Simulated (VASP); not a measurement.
# Ba2C in VASP: single point with PBE

Aim: the single point of Ba2C with PBE.

Everything below comes from runs of VASP 6.6.1. Logs are shortened: lines on timing, memory, paths and dates and some standing lists are left out, and cuts for length are marked.

### 1 The cell of the first run

The cell holds a sheet with vacuum, 3 atoms: a = 4.092 Å, b = 4.092 Å, c = 18.000 Å, α = 90.00°, β = 90.00°, γ = 90.00°.

The cell was generated, and may not be a known phase.

### 2 Single point, PBE

Contents of INCAR:

```
ALGO     = Normal         # electronic algorithm
DIPOL    = 0.5 0.5 0.500
EDIFF    = 1E-6           # SCF threshold, eV
ENCUT    = 1000           # plane-wave cutoff, eV
GGA      = PE             # functional
GGA_COMPAT= F            
IDIPOL   = 3            
ISIF     = 2              # what is computed and relaxed
ISMEAR   = 0              # smearing method
LASPH    = T              # aspherical terms in the spheres
LCHARG   = F              # write CHGCAR
LDIPOL   = T            
LREAL    = F              # projectors in reciprocal space
LWAVE    = F              # write WAVECAR
NBANDS   = 19             # bands
NELM     = 120            # most SCF steps
NELMDL   = -8           
PREC     = Accurate       # precision mode
SIGMA    = 0.1            # smearing width, eV
```

Contents of KPOINTS:

```
k-points
0
Gamma
  4 4 1
```

Contents of POSCAR:

```
Ba2C
1.0
    4.0916300000      0.0000000000      0.0000000000
    0.0000000000      4.0916300000      0.0000000000
    0.0000000000      0.0000000000     18.0000000000
Ba C
2 1
Direct
    0.0000000000      0.0000000000      0.4127374800
    0.0000000000      0.0000000000      0.5872625200
    0.5000000000      0.5000000000      0.5000000000
```

Potentials or basis: VASP PAW PBE potentials, release 64 (Ba_sv, C_h).

Command:

```bash
$ cat potpaw_PBE.64/Ba_sv/POTCAR potpaw_PBE.64/C_h/POTCAR > POTCAR
$ mpirun -np 1 vasp_std > vasp.out
```

OUTCAR:

```text
EDIFF = 1E-6
   ENCUT = 1000
   GGA = PE
   ISIF = 2
   ISMEAR = 0
   LASPH = T
   LREAL = F
   NELM = 120
   NELMDL = -8
   PREC = Accurate

 ion  position               nearest neighbor table
   1  0.000  0.000  0.413-   2 3.14
   2  0.000  0.000  0.587-   1 3.14
   3  0.500  0.500  0.500-

  LATTYP: Found a simple tetragonal cell.
 ALAT       =     4.0916300000
 C/A-ratio  =     4.3992247588

  Lattice vectors:

 A1 = (   4.0916300000,   0.0000000000,   0.0000000000)
 A2 = (   0.0000000000,   4.0916300000,   0.0000000000)
 A3 = (   0.0000000000,   0.0000000000,  18.0000000000)

Analysis of symmetry for initial positions (statically):
=====================================================================
 Subroutine PRICEL returns:
 Original cell was already a primitive cell.

 Routine SETGRP: Setting up the symmetry group for a
 simple tetragonal supercell.

 Subroutine GETGRP returns: Found 16 space group operations
 (whereof 16 operations were pure point group operations)
 out of a pool of 16 trial point group operations.

The static configuration has the point symmetry D_4h.

Analysis of symmetry for dynamics (positions and initial velocities):
=====================================================================
 Subroutine PRICEL returns:
 Original cell was already a primitive cell.

 Routine SETGRP: Setting up the symmetry group for a
 simple tetragonal supercell.

 Subroutine GETGRP returns: Found 16 space group operations
 (whereof 16 operations were pure point group operations)
 out of a pool of 16 trial point group operations.

The dynamic configuration has the point symmetry D_4h.

 Subroutine INISYM returns: Found 16 space group operations
 (whereof 16 operations are pure point group operations),
 and found     1 'primitive' translations

----------------------------------------------------------------------------------------

                                     Primitive cell

  volume of cell :     301.3458

  direct lattice vectors                    reciprocal lattice vectors
     4.091630000  0.000000000  0.000000000     0.244401375  0.000000000  0.000000000
     0.000000000  4.091630000  0.000000000     0.000000000  0.244401375  0.000000000
     0.000000000  0.000000000 18.000000000     0.000000000  0.000000000  0.055555556

  length of vectors
     4.091630000  4.091630000 18.000000000     0.244401375  0.244401375  0.055555556
[... 66 lines left out ...]
   EDIFFG = 0.1E-04   stopping-criterion for IOM
   NSW    =      0    number of steps for IOM
   IBRION =     -1    ionic relax: 0-MD 1-quasi-New 2-CG
   NFREE  =      0    steps in history (QN), initial steepest desc. (CG)
   ISIF   =      2    stress and relaxation
   ISYM   =      2    0-nonsym 1-usesym 2-fastsym
   POTIM  = 0.5000    time-step for ionic-motion
   TEBEG  =    0.0;   TEEND  =   0.0 temperature during run
   PSTRESS=    0.0 pullay stress
   NELECT =      24.0000    total number of electrons
   NUPDOWN=      -1.0000    fix difference up-down
   EMIN   =  10.00;   EMAX   =-10.00  energy-range for DOS
   EFERMI =   0.00;   METHOD = LEGACY
   ISMEAR =     0;   SIGMA  =   0.10  broadening in eV -4-tet -1-fermi 0-gaus
   EFERMI_NEDOS =   21; number of points for ismear=-14 and -15
   IALGO  =     38    algorithm
   IMIX   =      4    mixing-type and parameters
     AMIX     =   0.40;   BMIX     =  1.00
     AMIX_MAG =   1.60;   BMIX_MAG =  1.00
  volume/ion in A,a.u.               =     100.45       677.86
  Fermi-wavevector in a.u.,A,eV,Ry     =   0.704353  1.331034  6.750023  0.496113
  Thomas-Fermi vector in A             =   1.789571
   LORBIT       =      0    0 simple, 1 ext, 2 COOP (PROOUT), +10 PAW based schemes
   GGA     = PE    functional components
   LHFCALC =     F    Hartree Fock is set to
   AEXX    =    0.0000 exact exchange contribution
   IVDW    =     0    specifies the selected vdW correction
   LEPSILON=     F    determine dielectric tensor
   LRPA    =     F    only Hartree local field effects (RPA)
 non-spin polarized calculation
 Gauss-broadening in eV      SIGMA  =   0.10
  energy-cutoff  :     1000.00
  volume of cell :      301.35
 maximum number of plane-waves:     21665
   NGX = 21   NGY = 21   NGZ = 93

 number of electron      24.0000000 magnetization

 dipolmoment           0.000000      0.000000     -0.000000 electrons x Angstroem

 Free energy of the ion-electron system (eV)
  ---------------------------------------------------
  ext. energy  EPLUGINS =         0.00000000
  ---------------------------------------------------
  free energy    TOTEN  =        -9.57839780 eV

  energy without entropy =       -9.53718167  energy(sigma->0) =       -9.55778973

 E-fermi :  -0.4714     XC(G=0):  -3.9976

 val. band max:       -0.4859308754   @ k =   0.2500   0.2500   0.0000
 cond. band min:      -0.4209987276   @ k =   0.0000   0.0000   0.0000
 fundamental gap:      0.0649321478
 Fermi energy:        -0.4714311389

 k-point     1 :       0.0000    0.0000    0.0000
  band No.  band energies     occupation
      1     -29.4856      2.00000
      2     -29.1966      2.00000
      3     -15.6716      2.00000
      4     -14.2942      2.00000
      5     -14.2942      2.00000
      6     -14.0432      2.00000
[... 109 lines left out ...]
      6     -14.4627      2.00000
[... 11 lines left out ...]
     18       1.7689      0.00000
     19       2.8959      0.00000

------------------------ aborting loop because EDIFF is reached ----------------------------------------

 vacuum level on the upper side and lower side of the slab       (xc-potential included)        -0.524        -0.524

  FORCE on cell =-STRESS in cart. coord.  units (eV):
  Direction    XX          YY          ZZ          XY          YZ          ZX
  --------------------------------------------------------------------------------------
  -------------------------------------------------------------------------------------
  Total       -5.0285408     -5.0285408      0.4736894      0.0000000      0.0000000     -0.0000000
  in kB      -26.7354407    -26.7354407      2.5184830      0.0000000      0.0000000     -0.0000000
  external PRESSURE =     -16.9841328 kB  Pullay stress =       0.0000000 kB

 VOLUME and BASIS-vectors are now :
 -----------------------------------------------------------------------------
  energy-cutoff  :     1000.00
  volume of cell :      301.35
      direct lattice vectors                 reciprocal lattice vectors
     4.091630000  0.000000000  0.000000000     0.244401375  0.000000000  0.000000000
     0.000000000  4.091630000  0.000000000     0.000000000  0.244401375  0.000000000
     0.000000000  0.000000000 18.000000000     0.000000000  0.000000000  0.055555556

 POSITION                                       TOTAL-FORCE (eV/Angst)
 -----------------------------------------------------------------------------------
      0.00000      0.00000      7.42927         0.000000      0.000000     -0.146890
      0.00000      0.00000     10.57073        -0.000000      0.000000      0.146890
      2.04582      2.04582      9.00000         0.000000      0.000000      0.000000
 -----------------------------------------------------------------------------------
    total drift:                                0.000000      0.000000     -0.000000

  FREE ENERGIE OF THE ION-ELECTRON SYSTEM (eV)
  ---------------------------------------------------
  free  energy   TOTEN  =        -9.5783977954 eV

  energy  without entropy=       -9.5371816718  energy(sigma->0) =       -9.55778973

 vacuum level on the upper side and lower side of the slab         1.407         1.407
```

Wall time 2.1 min (1 thread of Intel Xeon 6975P-C (Granite Rapids), shared host); peak memory 0.72 GiB.

What came out:

```yaml
Free_energy: -9.5784 eV
Largest_force: 0.147 eV/Å
Band_gap_on_the_k_mesh: zero (bands 12 and 13 overlap by 0.06 eV)
```

Forces on the atoms (eV/Å):
```
Ba   0.000  0.000 -0.147
Ba   0.000  0.000  0.147
C    0.000  0.000  0.000
```

Levels at points of the mesh, in eV from the Fermi level:
```tsv
k point	band 9	band 10	band 11	band 12	band 13	band 14	band 15	band 16
(0.00, 0.00, 0.00)	-8.08	-1.83	-0.68	0.05	0.05	0.25	0.40	0.85
(0.50, 0.00, 0.00)	-7.71	-1.62	-0.20	-0.03	0.15	0.92	0.98	1.03
(0.50, 0.50, 0.00)	-7.90	-1.44	-1.44	-1.28	1.40	1.57	2.23	2.23
```

Caveat: the k points lie up to 0.38 Å⁻¹ apart; spin-orbit coupling is left out, which moves the levels of the heavy elements.

The gap in the log of VASP goes by the Fermi energy; the results here count the filled bands.